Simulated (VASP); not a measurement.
A run of VASP 6.6.1:

The input INCAR:

```
PREC = Accurate
ENCUT = 520
EDIFF = 1E-6
ISMEAR = 0
SIGMA = 0.1
LREAL = False
LASPH = True
NELM = 60
ALGO = Normal
ISIF = 2
LWAVE = False
LCHARG = False
GGA = PE
NBANDS = 42
```

KPOINTS

```
regular mesh
0
Gamma
  6 6 1
```

The input POSCAR:

```
P
1.0
    3.2892288179     -0.0010374971     -0.0292230820
   -1.6457923392      2.8503267511      0.0038262892
   -0.3421052641     -0.1444917167     37.8655771595
P
12
Direct
    0.0294537911     -0.0002079149      0.1851059180
   -0.0074906292      0.0126843993      0.6815253944
    0.0390972071      0.0545575071      0.3157092307
   -0.0160489124     -0.0232767684      0.8145546697
    0.3118693218      0.6352755050      0.5196953360
    0.6515157015      0.3242665839      0.0160782331
    0.3098830297      0.6543946955      0.9834091591
    0.6367296080      0.2985828262      0.4870257626
    0.3173267771      0.6759995966      0.6488601905
    0.6877976272      0.3298280631      0.1524373682
    0.3256050258      0.6466352834      0.8472195363
    0.7142614525      0.3912602232      0.3483792015
```

Potentials or basis: VASP PAW PBE potentials, release 64 (P).

Run with:

```sh
$ cat potpaw_PBE.64/P/POTCAR > POTCAR
$ mpirun -np 1 vasp_std > vasp.out
```

Hardware: 1 thread of Intel(R) Xeon(R) Platinum 8488C (Sapphire Rapids) (shared host).

Question: Estimate the wall time of this run.

Answer: Run time: 4.4 min on 1 thread of Intel(R) Xeon(R) Platinum 8488C (Sapphire Rapids) (shared host), peak memory 0.5 GiB. Counts: scf iterations 14, k points 20.
